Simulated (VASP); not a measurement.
# Ni2SbTe (P-6m2) in VASP: single point with r2SCAN

Aim: the single point of Ni2SbTe with r2SCAN.

Program: VASP 6.6.1. These are calculated values, not measurements. Logs are shortened: lines on timing, memory, paths and dates and some standing lists are left out, and cuts for length are marked.

## (1) The cell of the first run

Symmetry: P-6m2, No. 187, hexagonal system. The conventional cell has a = 4.035 Å, b = 4.035 Å, c = 5.328 Å, α = 90.00°, β = 90.00°, γ = 120.00°. Within 3.4 Å of Ni (site symmetry 3m) lie 2 Ni at 2.61 to 2.72 Å and 3 Sb at 2.67 Å and 3 Te at 2.70 Å. Sb (site symmetry -6m2) has 6 Ni at 2.67 Å and 6 Te at 3.54 Å within 3.6 Å. Within 3.6 Å of Te (site symmetry -6m2) lie 6 Ni at 2.70 Å and 6 Sb at 3.54 Å.

## (2) Single point, r2SCAN (18.78 Å³/atom)

Contents of POSCAR:

```
Ni2SbTe
1.0
    4.0349525286      0.0000000000      0.0000000000
   -2.0174762643      3.4943713928      0.0000000000
    0.0000000000      0.0000000000      5.3279901607
Ni Sb Te
2 1 1
Direct
    0.0000000000      0.0000000000      0.7444924888
    0.0000000000      0.0000000000      0.2555075112
    0.6666666667      0.3333333333      0.5000000000
    0.3333333333      0.6666666667      0.0000000000
```

Contents of INCAR.step1:

```
SYSTEM = Ni2SbTe
ALGO = Normal
EDIFF = 1E-4
ENCUT = 520
GGA = PE
ISMEAR = 0
LASPH = .True.
LCHARG = .False.
LREAL = .False.
LWAVE = .True.
NBANDS = 24
NELM = 100
PREC = Accurate
SIGMA = 0.1
```

Contents of INCAR.step2:

```
SYSTEM = Ni2SbTe
ALGO = Normal
EDIFF = 1E-6
ENCUT = 520
ISIF = 2
ISMEAR = 0
ISTART = 1
LASPH = .True.
LCHARG = .False.
LMIXTAU = .True.
LREAL = .False.
LWAVE = .False.
METAGGA = R2SCAN
NBANDS = 24
NELM = 100
PREC = Accurate
SIGMA = 0.1
```

Contents of KPOINTS:

```
k-points
0
Gamma
  12 12 8
  0 0 0
```

Potentials or basis: VASP PAW PBE potentials, release 64 (Ni, Sb, Te).

Launch:

```bash
> cat potpaw_PBE.64/Ni/POTCAR potpaw_PBE.64/Sb/POTCAR potpaw_PBE.64/Te/POTCAR > POTCAR
> cp INCAR.step1 INCAR
> mpirun -np 1 vasp_std > vasp.out
> cp INCAR.step2 INCAR
> mpirun -np 1 vasp_std > vasp.out
```

OUTCAR:

```text
SYSTEM = Ni2SbTe
   EDIFF = 1E-6
   ENCUT = 520
   ISIF = 2
   ISMEAR = 0
   ISTART = 1
   LASPH = .True.
   LREAL = .False.
   METAGGA = R2SCAN
   NELM = 100
   PREC = Accurate

 ion  position               nearest neighbor table
   1  0.000  0.000  0.744-   2 2.61   3 2.67   3 2.67   3 2.67   4 2.70   4 2.70   4 2.70   2 2.72

   2  0.000  0.000  0.256-   1 2.61   3 2.67   3 2.67   3 2.67   4 2.70   4 2.70   4 2.70   1 2.72

   3  0.667  0.333  0.500-   1 2.67   2 2.67   1 2.67   2 2.67   1 2.67   2 2.67   4 3.54   4 3.54
                             4 3.54   4 3.54   4 3.54   4 3.54
   4  0.333  0.667  0.000-   1 2.70   2 2.70   1 2.70   2 2.70   1 2.70   2 2.70   3 3.54   3 3.54
                             3 3.54   3 3.54   3 3.54   3 3.54

  LATTYP: Found a hexagonal cell.
 ALAT       =     4.0349525286
 C/A-ratio  =     1.3204591932

  Lattice vectors:

 A1 = (   4.0349525286,   0.0000000000,   0.0000000000)
 A2 = (  -2.0174762643,   3.4943713928,   0.0000000000)
 A3 = (   0.0000000000,   0.0000000000,   5.3279901607)

Analysis of symmetry for initial positions (statically):
=====================================================================
 Subroutine PRICEL returns:
 Original cell was already a primitive cell.

 Routine SETGRP: Setting up the symmetry group for a
 hexagonal supercell.

 Subroutine GETGRP returns: Found 12 space group operations
 (whereof 12 operations were pure point group operations)
 out of a pool of 24 trial point group operations.

The static configuration has the point symmetry D_3h.

Analysis of symmetry for dynamics (positions and initial velocities):
=====================================================================
 Subroutine PRICEL returns:
 Original cell was already a primitive cell.

 Routine SETGRP: Setting up the symmetry group for a
 hexagonal supercell.

 Subroutine GETGRP returns: Found 12 space group operations
 (whereof 12 operations were pure point group operations)
 out of a pool of 24 trial point group operations.

The dynamic configuration has the point symmetry D_3h.

 Subroutine INISYM returns: Found 12 space group operations
 (whereof 12 operations are pure point group operations),
 and found     1 'primitive' translations

----------------------------------------------------------------------------------------

                                     Primitive cell

  volume of cell :      75.1227

  direct lattice vectors                    reciprocal lattice vectors
     4.034952529  0.000000000  0.000000000     0.247834390  0.143087252  0.000000000
    -2.017476264  3.494371393  0.000000000     0.000000000  0.286174504  0.000000000
     0.000000000  0.000000000  5.327990161     0.000000000  0.000000000  0.187688034

  length of vectors
     4.034952529  4.034952529  5.327990161     0.286174504  0.286174504  0.187688034

  position of ions in fractional coordinates (direct lattice)
     0.000000000  0.000000000  0.744492489
     0.000000000  0.000000000  0.255507511
     0.666666667  0.333333333  0.500000000
     0.333333333  0.666666667  0.000000000

  ion indices of the primitive-cell ions
   primitive index   ion index
                 1           1
                 2           2
                 3           3
                 4           4

----------------------------------------------------------------------------------------

 KPOINTS: k-points

Automatic generation of k-mesh.
 Grid dimensions read from file:
 generate k-points for:   12   12    8

 Generating k-lattice:

  Cartesian coordinates                     Fractional coordinates (reciprocal lattice)
     0.020652866  0.011923938  0.000000000     0.083333333 -0.000000000  0.000000000
     0.000000000  0.023847875  0.000000000     0.000000000  0.083333333  0.000000000
     0.000000000  0.000000000  0.023461004     0.000000000  0.000000000  0.125000000

  Length of vectors
     0.023847875  0.023847875  0.023461004

  Shift w.r.t. Gamma in fractional coordinates (k-lattice)
     0.000000000  0.000000000  0.000000000

 Subroutine IBZKPT returns following result:
 ===========================================

 Found     95 irreducible k-points:

 Following reciprocal coordinates:
            Coordinates               Weight
  0.000000  0.000000  0.000000      1.000000
  0.083333  0.000000  0.000000      6.000000
  0.166667  0.000000  0.000000      6.000000
  0.250000  0.000000  0.000000      6.000000
  0.333333  0.000000  0.000000      6.000000
  0.416667  0.000000  0.000000      6.000000
[... 16 lines left out ...]
  0.250000  0.000000  0.125000     12.000000
  0.333333  0.000000  0.125000     12.000000
 [... further k-points ...]
   k-points           NKPTS =     95   k-points in BZ     NKDIM =     95   number of bands    NBANDS=     24
   number of dos      NEDOS =    301   number of ions     NIONS =      4
   total plane-waves  NPLWV =  36000
   dimension x,y,z NGX =    30 NGY =   30 NGZ =   40
   dimension x,y,z NGXF=    60 NGYF=   60 NGZF=   80
   ions per type =               2   1   1
   NGX,Y,Z   is equivalent  to a cutoff of  12.36, 12.36, 12.48 a.u.
   NGXF,Y,Z  is equivalent  to a cutoff of  24.72, 24.72, 24.96 a.u.
 SYSTEM =  Ni2SbTe
   PREC   = accura    normal or accurate (medium, high low for compatibility)
   ISTART =      1    job   : 0-new  1-cont  2-samecut
   ICHARG =      0    charge: 1-file 2-atom 10-const
   ISPIN  =      1    spin polarized calculation?
   LNONCOLLINEAR =      F non collinear calculations
   LSORBIT =      F    spin-orbit coupling
   LASPH  =      T    aspherical Exc in radial PAW
   ENCUT  =  520.0 eV  38.22 Ry    6.18 a.u.   7.50  7.50  9.91*2*pi/ulx,y,z
   NELM   =    100;   NELMIN=  2; NELMDL=  0     # of ELM steps
   EDIFF  = 0.1E-05   stopping-criterion for ELM
   LREAL  =      F    real-space projection
   EDIFFG = 0.1E-04   stopping-criterion for IOM
   NSW    =      0    number of steps for IOM
   IBRION =     -1    ionic relax: 0-MD 1-quasi-New 2-CG
   NFREE  =      0    steps in history (QN), initial steepest desc. (CG)
   ISIF   =      2    stress and relaxation
   ISYM   =      2    0-nonsym 1-usesym 2-fastsym
   POTIM  = 0.5000    time-step for ionic-motion
   TEBEG  =    0.0;   TEEND  =   0.0 temperature during run
   PSTRESS=    0.0 pullay stress
   NELECT =      31.0000    total number of electrons
   NUPDOWN=      -1.0000    fix difference up-down
   EMIN   =  10.00;   EMAX   =-10.00  energy-range for DOS
   EFERMI =   0.00;   METHOD = LEGACY
   ISMEAR =     0;   SIGMA  =   0.10  broadening in eV -4-tet -1-fermi 0-gaus
   EFERMI_NEDOS =   21; number of points for ismear=-14 and -15
   IALGO  =     38    algorithm
   IMIX   =      4    mixing-type and parameters
     AMIX     =   0.40;   BMIX     =  1.00
     AMIX_MAG =   1.60;   BMIX_MAG =  1.00
  volume/ion in A,a.u.               =      18.78       126.74
  Fermi-wavevector in a.u.,A,eV,Ry     =   1.218817  2.303230 20.211650  1.485514
  Thomas-Fermi vector in A             =   2.354090
   LORBIT       =      0    0 simple, 1 ext, 2 COOP (PROOUT), +10 PAW based schemes
   METAGGA = R2SCAN    functional components
   LHFCALC =     F    Hartree Fock is set to
   AEXX    =    0.0000 exact exchange contribution
   IVDW    =     0    specifies the selected vdW correction
   LEPSILON=     F    determine dielectric tensor
   LRPA    =     F    only Hartree local field effects (RPA)
 non-spin polarized calculation
 Gauss-broadening in eV      SIGMA  =   0.10
  energy-cutoff  :      520.00
  volume of cell :       75.12
 maximum number of plane-waves:      2043
 NGX is ok and might be reduce to    30
   NGX = 15   NGY = 15   NGZ = 19

 number of electron      30.9999987 magnetization

 Free energy of the ion-electron system (eV)
  ---------------------------------------------------
  ext. energy  EPLUGINS =         0.00000000
  ---------------------------------------------------
  free energy    TOTEN  =       -75.78777547 eV

  energy without entropy =      -75.77749828  energy(sigma->0) =      -75.78263687

 E-fermi :   8.8926     XC(G=0): -11.7583

 val. band max:        8.8685292189   @ k =   0.1667   0.0833   0.5000
 cond. band min:       8.9049926264   @ k =   0.3333   0.2500   0.0000
 fundamental gap:      0.0364634075
 Fermi energy:         8.8926166983

 k-point     1 :       0.0000    0.0000    0.0000
  band No.  band energies     occupation
      1      -5.0619      2.00000
      2      -0.8665      2.00000
      3       2.3554      2.00000
      4       4.8604      2.00000
      5       4.8604      2.00000
      6       6.0341      2.00000
[... 16 lines left out ...]
     23      16.7437      0.00000
     24      16.7437      0.00000

 k-point     2 :       0.0833    0.0000    0.0000
  band No.  band energies     occupation
      1      -4.9897      2.00000
      2      -0.8615      2.00000
      3       2.4472      2.00000
      4       4.8076      2.00000
      5       4.8688      2.00000
      6       5.9827      2.00000
[... 16 lines left out ...]
     23      15.9876      0.00000
     24      16.2965      0.00000

 k-point     3 :       0.1667    0.0000    0.0000
  band No.  band energies     occupation
      1      -4.7784      2.00000
      2      -0.8569      2.00000
      3       2.7189      2.00000
      4       4.5962      2.00000
      5       4.8935      2.00000
      6       5.7042      2.00000
[... 16 lines left out ...]
     23      15.6771      0.00000
     24      15.8499      0.00000

 k-point     4 :       0.2500    0.0000    0.0000
  band No.  band energies     occupation
      1      -4.4471      2.00000
      2      -0.8843      2.00000
      3       3.1576      2.00000
      4       4.0515      2.00000
      5       4.9320      2.00000
      6       5.3209      2.00000
[... 16 lines left out ...]
     23      16.0587      0.00000
     24      16.5654      0.00000

 k-point     5 :       0.3333    0.0000    0.0000
  band No.  band energies     occupation
      1      -4.0397      2.00000
      2      -0.9839      2.00000
      3       3.3217      2.00000
      4       3.7343      2.00000
      5       4.9785      2.00000
      6       5.1774      2.00000
[... 16 lines left out ...]
     23      17.2060      0.00000
     24      17.7334      0.00000

 k-point     6 :       0.4167    0.0000    0.0000
  band No.  band energies     occupation
      1      -3.6546      2.00000
      2      -1.1514      2.00000
      3       2.7869      2.00000
      4       4.3767      2.00000
      5       5.0204      2.00000
      6       5.1683      2.00000
[... 16 lines left out ...]
     23      18.7451      0.00000
     24      19.0536      0.00000
[... 379 lines left out ...]
 k-point    21 :       0.0833    0.0000    0.1250
  band No.  band energies     occupation
      1      -4.9266      2.00000
      2      -1.1732      2.00000
      3       2.8563      2.00000
      4       4.8740      2.00000
      5       4.9178      2.00000
      6       6.0286      2.00000
[... 16 lines left out ...]
     23      15.5920      0.00000
     24      16.2122      0.00000

 k-point    22 :       0.1667    0.0000    0.1250
  band No.  band energies     occupation
      1      -4.7184      2.00000
      2      -1.1140      2.00000
      3       2.9956      2.00000
      4       4.7235      2.00000
      5       4.9382      2.00000
      6       5.7112      2.00000
[... 16 lines left out ...]
     23      16.0982      0.00000
     24      16.2060      0.00000

 k-point    23 :       0.2500    0.0000    0.1250
  band No.  band energies     occupation
      1      -4.3929      2.00000
      2      -1.0589      2.00000
      3       3.1403      2.00000
      4       4.3152      2.00000
      5       4.9693      2.00000
      6       5.3315      2.00000
[... 16 lines left out ...]
     23      16.3255      0.00000
     24      16.7623      0.00000

 k-point    24 :       0.3333    0.0000    0.1250
  band No.  band energies     occupation
      1      -3.9954      2.00000
      2      -1.0651      2.00000
      3       2.9977      2.00000
      4       4.0329      2.00000
      5       5.0053      2.00000
      6       5.2548      2.00000
[... 16 lines left out ...]
     23      17.2786      0.00000
     24      17.8403      0.00000

 [... further k-points ...]
[... 5 lines left out ...]
  --------------------------------------------------------------------------------------
  -------------------------------------------------------------------------------------
  Total       -2.6644402     -2.6644402     -2.6534266      0.0000000      0.0000000      0.0000000
  in kB      -56.8258135    -56.8258135    -56.5909206      0.0000000      0.0000000      0.0000000
  external PRESSURE =     -56.7475158 kB  Pullay stress =       0.0000000 kB

 VOLUME and BASIS-vectors are now :
 -----------------------------------------------------------------------------
  energy-cutoff  :      520.00
  volume of cell :       75.12
      direct lattice vectors                 reciprocal lattice vectors
     4.034952529  0.000000000  0.000000000     0.247834390  0.143087252  0.000000000
    -2.017476264  3.494371393  0.000000000     0.000000000  0.286174504  0.000000000
     0.000000000  0.000000000  5.327990161     0.000000000  0.000000000  0.187688034

 POSITION                                       TOTAL-FORCE (eV/Angst)
 -----------------------------------------------------------------------------------
      0.00000      0.00000      3.96665         0.000000     -0.000000      0.002802
      0.00000      0.00000      1.36134         0.000000     -0.000000     -0.002802
      2.01748      1.16479      2.66400        -0.000000      0.000000      0.000000
     -0.00000      2.32958      0.00000        -0.000000      0.000000      0.000000
 -----------------------------------------------------------------------------------
    total drift:                               -0.000006      0.000004      0.000000

  FREE ENERGIE OF THE ION-ELECTRON SYSTEM (eV)
  ---------------------------------------------------
  free  energy   TOTEN  =       -75.7877754671 eV

  energy  without entropy=      -75.7774982771  energy(sigma->0) =      -75.78263687
```

It took 13 min on 1 thread of Intel Xeon Platinum 8259CL at 2.50GHz (Skylake/Cascade Lake), shared host; peak memory 0.33 GiB.

What came out:

- Free energy: -75.7878 eV
- Pressure: -5.7 GPa
- Band gap on the k mesh: zero (an odd number of electrons rules out a gap without spin polarisation)

Forces in eV/Å, atoms in the order of the input:
```
Ni   0.000  0.000  0.003
Ni   0.000  0.000 -0.003
Sb   0.000  0.000  0.000
Te   0.000  0.000  0.000
```

Levels at points of the mesh, in eV from the Fermi level:
| k point | band 14 | band 15 | band 16 | band 17 | band 18 | band 19 |
| --- | --- | --- | --- | --- | --- | --- |
| (0.00, 0.00, 0.00) | -0.43 | -0.20 | 1.95 | 1.95 | 2.55 | 2.83 |
| (0.50, 0.00, 0.00) | -1.30 | -1.23 | -0.63 | 0.77 | 2.90 | 3.36 |
| (0.00, 0.00, 0.50) | -0.61 | 0.72 | 0.72 | 1.97 | 1.97 | 4.57 |
| (0.50, 0.00, 0.50) | -1.64 | -0.34 | 0.11 | 0.92 | 1.03 | 4.31 |

Caveat: the cell stands under tension; the PAW data sets were made with another functional, which shifts forces and pressure a little; spin-orbit coupling is left out, which moves the levels of the heavy elements. Spin polarisation is off, so any magnetic state and its effect on volume and gap are missing.
